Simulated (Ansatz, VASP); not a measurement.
## Two plane-wave programs on Tl

INCAR

```
SYSTEM = Tl
PREC = Accurate
ENCUT = 520
EDIFF = 1E-6
ISMEAR = 0
SIGMA = 0.1
LREAL = .FALSE.
LASPH = .TRUE.
NELM = 100
ALGO = Fast
ISIF = 2
LWAVE = .FALSE.
LCHARG = .FALSE.
GGA = PE
IVDW = 12
NBANDS = 34
```

File KPOINTS:

```
Automatic mesh
0
G
  18 18 6
  0 0 0
```

Contents of POSCAR:

```
Tl
1.0
    3.4563066890      0.0000000000      0.0000000000
   -1.7281533445      2.9932493959      0.0000000000
    0.0000000000      0.0000000000     11.4634825133
Tl
4
Direct
    0.0000000000      0.0000000000      0.0000000000
    0.3333333333      0.6666666667      0.2500000000
    0.0000000000      0.0000000000      0.5000000000
    0.6666666667      0.3333333333      0.7500000000
```

Input for Ansatz:

```yaml
crystal:
  lattice:
    - [3.456306689, 0.0, 0.0]
    - [-1.7281533445, 2.9932493959, 0.0]
    - [0.0, 0.0, 11.4634825133]
  atoms:
    - { symbol: Tl, position: [0.0, 0.0, 0.0] }
    - { symbol: Tl, position: [0.3333333333, 0.6666666667, 0.25] }
    - { symbol: Tl, position: [0.0, 0.0, 0.5] }
    - { symbol: Tl, position: [0.6666666667, 0.3333333333, 0.75] }
basis:
  ecutwfc: 420
kpoints:
  mp_grid: { grid: [18, 18, 6] }
hamiltonian:
  xc: pbe
  dispersion: d3bj
scf:
  occupations: { method: gaussian, width: 0.1 }
output:
  forces: true
  stress: true
  eigenvalues: true
```

Change from the starting cell: strain along c alone, the other axes held, atoms relaxed: +1.0 %.

Alike in both runs: task single point; functional PBE; dispersion D3(BJ); k mesh 18 × 18 × 6; occupations gaussian, width 0.1 eV; no spin polarisation.

|  | VASP | Ansatz |
| --- | --- | --- |
| version | VASP 6.6.1 | Ansatz 0.2.0 |
| potentials or method | VASP PAW PBE potentials, release 64 (Tl_d), cutoff 520 eV | scalar-relativistic, plane waves, PAW |
| valence electrons in the cell | 52 | 52 |

|  | VASP | Ansatz | Ansatz less VASP |
| --- | --- | --- | --- |
| gap on the k mesh at the Fermi level (eV) | none | none | - |
| pressure (GPa) | -0.4 | -0.3 | +0.07 |
| traceless stress, the component that is largest in VASP (GPa) | -0.28 | -0.28 | +0.003 |

A gap of «none» marks a metal or a gap that the smearing closes.

Neither program's run includes spin-orbit coupling.
